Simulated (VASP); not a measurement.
# Ge (Fd-3m) in VASP: a series of runs, part 2 of 2

VASP 6.6.1. Earlier steps stand in the parts before.

**4. Single point, BLYP+D4**

File INCAR:

```
  PREC = Accurate
  ENCUT = 520
  EDIFF = 1E-6
  ISMEAR = -1
  SIGMA = 0.05
  LREAL = F
  LASPH = T
  NELM = 100
  ALGO = Normal
  ISIF = 2
  LWAVE = F
  LCHARG = F
  GGA = B5
  ALDAX = 1.0
  AGGAX = 1.0
  AGGAC = 1.0
  ALDAC = 0.0
  IVDW = 13
  VDW_S6 = 1.0
  VDW_S8 = 2.34076671
  VDW_A1 = 0.44488865
  VDW_A2 = 4.0933009
  NBANDS = 21
```

File KPOINTS:

```
Automatic mesh
0
Gamma
  8 8 8
```

File POSCAR:

```
Ge
1.0
    0.0000000000      2.8476450493      2.8476450493
    2.8476450493      0.0000000000      2.8476450493
    2.8476450493      2.8476450493      0.0000000000
Ge
2
Direct
    0.7500000000      0.7500000000      0.7500000000
    0.5000000000      0.5000000000      0.5000000000
```

Potentials or basis: VASP PAW PBE potentials, release 64 (Ge_d).

Command:

```
> cat potpaw_PBE.64/Ge_d/POTCAR > POTCAR
> mpirun -np 1 vasp_std > vasp.out
```

OUTCAR:

```text
PREC = Accurate
   ENCUT = 520
   EDIFF = 1E-6
   ISMEAR = -1
   LREAL = F
   LASPH = T
   NELM = 100
   ISIF = 2
   GGA = B5
   IVDW = 13

 ion  position               nearest neighbor table
   1  0.750  0.750  0.750-   2 2.47   2 2.47   2 2.47   2 2.47
   2  0.500  0.500  0.500-   1 2.47   1 2.47   1 2.47   1 2.47

  LATTYP: Found a face centered cubic cell.
 ALAT       =     5.6952900986

  Lattice vectors:

 A1 = (   0.0000000000,   2.8476450493,   2.8476450493)
 A2 = (   2.8476450493,   0.0000000000,   2.8476450493)
 A3 = (   2.8476450493,   2.8476450493,   0.0000000000)

Analysis of symmetry for initial positions (statically):
=====================================================================
 Subroutine PRICEL returns:
 Original cell was already a primitive cell.

 Routine SETGRP: Setting up the symmetry group for a
 face centered cubic supercell.

 Subroutine GETGRP returns: Found 48 space group operations
 (whereof 24 operations were pure point group operations)
 out of a pool of 48 trial point group operations.

The static configuration has the point symmetry T_d .
 The point group associated with its full space group is O_h .

Analysis of symmetry for dynamics (positions and initial velocities):
=====================================================================
 Subroutine PRICEL returns:
 Original cell was already a primitive cell.

 Routine SETGRP: Setting up the symmetry group for a
 face centered cubic supercell.

 Subroutine GETGRP returns: Found 48 space group operations
 (whereof 24 operations were pure point group operations)
 out of a pool of 48 trial point group operations.

The dynamic configuration has the point symmetry T_d .
 The point group associated with its full space group is O_h .

 Subroutine INISYM returns: Found 48 space group operations
 (whereof 24 operations are pure point group operations),
 and found     1 'primitive' translations

[... 111 lines left out ...]
   IALGO  =     38    algorithm
   IMIX   =      4    mixing-type and parameters
     AMIX     =   0.40;   BMIX     =  1.00
     AMIX_MAG =   1.60;   BMIX_MAG =  1.00
  volume/ion in A,a.u.               =      23.09       155.83
  Fermi-wavevector in a.u.,A,eV,Ry     =   1.385580  2.618367 26.120905  1.919832
  Thomas-Fermi vector in A             =   2.509977
   LORBIT       =      0    0 simple, 1 ext, 2 COOP (PROOUT), +10 PAW based schemes
   GGA     = B5    functional components
   LHFCALC =     F    Hartree Fock is set to
   AEXX    =    0.0000 exact exchange contribution
   IVDW    =    13    specifies the selected vdW correction
   LEPSILON=     F    determine dielectric tensor
   LRPA    =     F    only Hartree local field effects (RPA)
 non-spin polarized calculation
  energy-cutoff  :      520.00
  volume of cell :       46.18
 maximum number of plane-waves:      1265
 NGX is ok and might be reduce to    30
   NGX = 15   NGY = 15   NGZ = 15

 number of electron      28.0000006 magnetization

 Free energy of the ion-electron system (eV)
  ---------------------------------------------------
  ext. energy  EPLUGINS =         0.00000000
  ---------------------------------------------------
  free energy    TOTEN  =        -7.59191171 eV

  energy without entropy =       -7.59109224  energy(sigma->0) =       -7.59150198

 E-fermi :   5.2254     XC(G=0):  -9.2624

 val. band max:        5.2253083551   @ k =   0.0000   0.0000   0.0000
 cond. band min:       5.3287267010   @ k =   0.5000   0.0000   0.0000
 fundamental gap:      0.1034183460
 Fermi energy:         5.2253520574

 k-point     1 :       0.0000    0.0000    0.0000
  band No.  band energies     occupation
      1     -19.5461      2.00000
      2     -19.5461      2.00000
      3     -19.5461      2.00000
      4     -19.5096      2.00000
      5     -19.5096      2.00000
      6     -19.3085      2.00000
[... 565 lines left out ...]
     20      16.3717      0.00000
     21      16.6984      0.00000

 [... further k-points ...]

------------------------ aborting loop because EDIFF is reached ----------------------------------------

  DFT-D4 for vdW energy calculation

  Edisp (eV):   -1.21503

  FORCE on cell =-STRESS in cart. coord.  units (eV):
  Direction    XX          YY          ZZ          XY          YZ          ZX
  --------------------------------------------------------------------------------------
  -------------------------------------------------------------------------------------
  Total       0.45792     0.45792     0.45792     0.00000     0.00000     0.00000
  in kB      15.88602    15.88602    15.88602     0.00000     0.00000     0.00000
  external pressure =       15.89 kB  Pullay stress =        0.00 kB

 VOLUME and BASIS-vectors are now :
 -----------------------------------------------------------------------------
  energy-cutoff  :      520.00
  volume of cell :       46.18
      direct lattice vectors                 reciprocal lattice vectors
     0.000000000  2.847645049  2.847645049    -0.175583681  0.175583681  0.175583681
     2.847645049  0.000000000  2.847645049     0.175583681 -0.175583681  0.175583681
     2.847645049  2.847645049  0.000000000     0.175583681  0.175583681 -0.175583681

 POSITION                                       TOTAL-FORCE (eV/Angst)
 -----------------------------------------------------------------------------------
      4.27147      4.27147      4.27147         0.000000      0.000000     -0.000000
      2.84765      2.84765      2.84765        -0.000000     -0.000000      0.000000
 -----------------------------------------------------------------------------------
    total drift:                                0.000000     -0.000000     -0.000000

  FREE ENERGIE OF THE ION-ELECTRON SYSTEM (eV)
  ---------------------------------------------------
  free  energy   TOTEN  =        -8.8069445569 eV

  energy  without entropy=       -8.8061250788  energy(sigma->0) =       -8.80653482
```

OSZICAR:

```text
N       E                     dE             d eps       ncg     rms          rms(c)
DAV:   1     0.196878495693E+03    0.19688E+03   -0.14735E+04  1393   0.361E+03
DAV:   2     0.208515615677E+02   -0.17603E+03   -0.17004E+03  1228   0.638E+02
DAV:   3    -0.673345756557E+01   -0.27585E+02   -0.27410E+02  1408   0.145E+02
DAV:   4    -0.768301467463E+01   -0.94956E+00   -0.94912E+00  1378   0.316E+01
DAV:   5    -0.769938367866E+01   -0.16369E-01   -0.16368E-01  1363   0.458E+00    0.292E+00
DAV:   6    -0.763098503927E+01    0.68399E-01   -0.31139E-02  1378   0.145E+00    0.175E+00
DAV:   7    -0.759033989765E+01    0.40645E-01   -0.75415E-02  1349   0.218E+00    0.159E-01
DAV:   8    -0.759183424200E+01   -0.14943E-02   -0.60564E-03  1323   0.886E-01    0.617E-02
DAV:   9    -0.759191304686E+01   -0.78805E-04   -0.21837E-04  1476   0.208E-01    0.180E-02
DAV:  10    -0.759191117900E+01    0.18679E-05   -0.16449E-05  1639   0.412E-02    0.551E-03
DAV:  11    -0.759191171422E+01   -0.53523E-06   -0.12971E-06  1096   0.140E-02
   1 F= -.88069446E+01 E0= -.88065348E+01  d E =-.819478E-03
```

stdout:

```text
POSCAR found type information on POSCAR Ge
 POSCAR found :  1 types and       2 ions
 scaLAPACK will be used
 -----------------------------------------------------------------------------
|                                                                             |
|                                                                             |
|     You enforced a specific xc type in the INCAR file but a different       |
|     I HOPE YOU KNOW WHAT YOU ARE DOING!                                     |
|                                                                             |
 -----------------------------------------------------------------------------

 LDA part: xc-table for (Slater(with rela. corr.)+VWN5), standard interpolation
 POSCAR, INCAR and KPOINTS ok, starting setup
 FFT: planning ... GRIDC
 FFT: planning ... GRID_SOFT
 FFT: planning ... GRID
 WAVECAR not read
 entering main loop
```

Run time: 21 s. Hardware: 1 thread of Intel Xeon 6975P-C (Granite Rapids), shared host; peak memory 0.16 GiB.

What came out:

| Item | Value |
| --- | --- |
| Free energy | -8.8069 eV |
| Pressure | 1.6 GPa |
| Band gap on the k mesh | zero (filled and empty bands touch) |
| Dispersion energy per atom | -0.608 eV |

Levels at points of the mesh, in eV from the Fermi level:
| k point | band 10 | band 11 | band 12 | band 13 | band 14 | band 15 | band 16 | band 17 | band 18 | band 19 |
| --- | --- | --- | --- | --- | --- | --- | --- | --- | --- | --- |
| (0.00, 0.00, 0.00) | -24.52 | -12.63 | -0.36 | 0.00 | 0.00 | 0.00 | 2.57 | 2.57 | 2.57 | 6.66 |
| (0.50, 0.00, 0.00) | -24.50 | -10.62 | -7.50 | -1.37 | -1.37 | 0.10 | 3.81 | 3.81 | 7.37 | 10.61 |
| (0.50, 0.50, 0.00) | -24.48 | -8.86 | -8.86 | -2.97 | -2.97 | 0.91 | 0.91 | 9.25 | 9.25 | 11.44 |

Caveat: the PAW data sets were made with another functional, which shifts forces and pressure a little; pairwise dispersion overbinds metals, which lowers pressure and volume.

**5. Single point, RPBE**

This run uses another cell than the first one, of 23.54 Å³/atom, 1.020 times its volume.

File INCAR:

```
  PREC = Accurate
  ENCUT = 520
  EDIFF = 1E-6
  ISMEAR = -1
  SIGMA = 0.05
  LREAL = False
  LASPH = True
  NELM = 80
  ALGO = Normal
  ISIF = 2
  LWAVE = False
  LCHARG = False
  GGA = RP
  NBANDS = 21
```

KPOINTS is that of step 4.

File POSCAR:

```
Ge
1.0
    0.0000000000      2.8661367691      2.8661367691
    2.8661367691      0.0000000000      2.8661367691
    2.8661367691      2.8661367691      0.0000000000
Ge
2
Direct
    0.7500000000      0.7500000000      0.7500000000
    0.5000000000      0.5000000000      0.5000000000
```

Potentials or basis: VASP PAW PBE potentials, release 64 (Ge_d).

Command:

```
> cat potpaw_PBE.64/Ge_d/POTCAR > POTCAR
> mpirun -np 1 vasp_std > vasp.out
```

OUTCAR:

```text
PREC = Accurate
   ENCUT = 520
   EDIFF = 1E-6
   ISMEAR = -1
   LREAL = False
   LASPH = True
   NELM = 80
   ISIF = 2
   GGA = RP

 ion  position               nearest neighbor table
   1  0.750  0.750  0.750-   2 2.48   2 2.48   2 2.48   2 2.48
   2  0.500  0.500  0.500-   1 2.48   1 2.48   1 2.48   1 2.48

  LATTYP: Found a face centered cubic cell.
 ALAT       =     5.7322735382

  Lattice vectors:

 A1 = (   0.0000000000,   2.8661367691,   2.8661367691)
 A2 = (   2.8661367691,   0.0000000000,   2.8661367691)
 A3 = (   2.8661367691,   2.8661367691,   0.0000000000)

Analysis of symmetry for initial positions (statically):
=====================================================================
 Subroutine PRICEL returns:
 Original cell was already a primitive cell.

 Routine SETGRP: Setting up the symmetry group for a
 face centered cubic supercell.

 Subroutine GETGRP returns: Found 48 space group operations
 (whereof 24 operations were pure point group operations)
 out of a pool of 48 trial point group operations.

[... 158 lines left out ...]
  ---------------------------------------------------
  free energy    TOTEN  =        -8.34206873 eV

  energy without entropy =       -8.34138759  energy(sigma->0) =       -8.34172816

 E-fermi :   4.7462     XC(G=0):  -9.5584

 val. band max:        4.7294110735   @ k =   0.0000   0.0000   0.0000
 cond. band min:       4.8828854714   @ k =   0.5000   0.0000   0.0000
 fundamental gap:      0.1534743980
 Fermi energy:         4.7462418358

 k-point     1 :       0.0000    0.0000    0.0000
  band No.  band energies     occupation
      1     -20.0584      2.00000
      2     -20.0584      2.00000
      3     -20.0584      2.00000
      4     -20.0257      2.00000
      5     -20.0257      2.00000
      6     -19.8361      2.00000
[... 565 lines left out ...]
     20      15.6749      0.00000
     21      16.0358      0.00000

 [... further k-points ...]

------------------------ aborting loop because EDIFF is reached ----------------------------------------

  FORCE on cell =-STRESS in cart. coord.  units (eV):
  Direction    XX          YY          ZZ          XY          YZ          ZX
  --------------------------------------------------------------------------------------
  -------------------------------------------------------------------------------------
  Total        0.7286260      0.7286260      0.7286260      0.0000000     -0.0000000     -0.0000000
  in kB       24.7910279     24.7910279     24.7910279      0.0000000     -0.0000000     -0.0000000
  external PRESSURE =      24.7910279 kB  Pullay stress =       0.0000000 kB

 VOLUME and BASIS-vectors are now :
 -----------------------------------------------------------------------------
  energy-cutoff  :      520.00
  volume of cell :       47.09
      direct lattice vectors                 reciprocal lattice vectors
     0.000000000  2.866136769  2.866136769    -0.174450852  0.174450852  0.174450852
     2.866136769  0.000000000  2.866136769     0.174450852 -0.174450852  0.174450852
     2.866136769  2.866136769  0.000000000     0.174450852  0.174450852 -0.174450852

 POSITION                                       TOTAL-FORCE (eV/Angst)
 -----------------------------------------------------------------------------------
      4.29921      4.29921      4.29921        -0.000000     -0.000000     -0.000000
      2.86614      2.86614      2.86614         0.000000      0.000000      0.000000
 -----------------------------------------------------------------------------------
    total drift:                                0.000000     -0.000000     -0.000000

  FREE ENERGIE OF THE ION-ELECTRON SYSTEM (eV)
  ---------------------------------------------------
  free  energy   TOTEN  =        -8.3420687300 eV

  energy  without entropy=       -8.3413875949  energy(sigma->0) =       -8.34172816
```

It took 14 s on 1 thread of Intel Xeon 6975P-C (Granite Rapids), shared host; peak memory 0.17 GiB.

What came out:

```
Free energy            : -8.3421 eV
Pressure               : 2.5 GPa
Band gap on the k mesh : zero (filled and empty bands touch)
```

Caveat: the PAW data sets were made with another functional, which shifts forces and pressure a little.

**6. Overview**

| level | cell | gap on the mesh (eV) | pressure (GPa) |
| --- | --- | --- | --- |
| RPBE | a = 4.027 Å, angles 60.0°, 2 atoms | none | 3.8 |
| revPBE+D3(BJ) | a = 4.027 Å, angles 60.0°, 2 atoms | none | -0.7 |
| BLYP+D4 | a = 4.027 Å, angles 60.0°, 2 atoms | none | 1.6 |
| RPBE | a = 4.053 Å, angles 60.0°, 2 atoms | none | 2.5 |

Alike in all rows: task single point; potentials or basis VASP PAW PBE potentials, release 64 (Ge_d); no spin polarisation; k mesh 8 × 8 × 8; cutoff (eV) 520; smearing fermi-dirac 0.05 eV.

Every run on the cell as given and a fine mesh finds a metal. The pressure there spans -0.7 GPa (revPBE+D3(BJ)) to 3.8 GPa (RPBE); a positive pressure means that this level wants a larger cell, a negative one a smaller.

Caveats: the PAW data sets were made with another functional, which shifts forces and pressure a little; pairwise dispersion overbinds metals, which lowers pressure and volume (some runs).

Absolute energies hang on the potentials; compare differences alone.

**7. Comparison with measurements**

Step 3. A measured gap of Ge is 0.744 eV (indirect; 0 K; “Temperature-dependent photoluminescence in Ge: experiment and theory”, 2020, arxiv:2003.00143); the calculated 0.00 eV misses it by -0.74 eV. 3 values of this kind are on record (0.666 to 0.807 eV); this one was drawn at random among those near their median. Spin-orbit coupling on Ge is left out. The value is that of revPBE+D3(BJ) on a finite k mesh, which can miss the band edges, without temperature or zero-point motion. Semilocal functionals fall short of measured gaps as a rule.

Step 4. A measured gap of Ge is 0.744 eV (indirect; 0 K; “Temperature-dependent photoluminescence in Ge: experiment and theory”, 2020, arxiv:2003.00143); the calculated 0.00 eV misses it by -0.74 eV. 3 values of this kind are on record (0.666 to 0.807 eV); this one was drawn at random among those near their median. Spin-orbit coupling on Ge is left out. The value is that of BLYP+D4 on a finite k mesh, which can miss the band edges, without temperature or zero-point motion. Semilocal functionals fall short of measured gaps as a rule.

Step 5. Against the measured gap of Ge, 0.666 eV (indirect; 293 K; “Electronic and optical properties of SixGe1-x-ySny alloys lattice-matched to Ge”, 2021, arxiv:2109.02782), the calculated 0.00 eV is off by -0.67 eV. 3 values of this kind are on record (0.666 to 0.807 eV); this one was drawn at random among those near their median. Spin-orbit coupling on Ge is left out. The value is that of RPBE on a finite k mesh, which can miss the band edges, without temperature or zero-point motion. Semilocal functionals fall short of measured gaps as a rule.
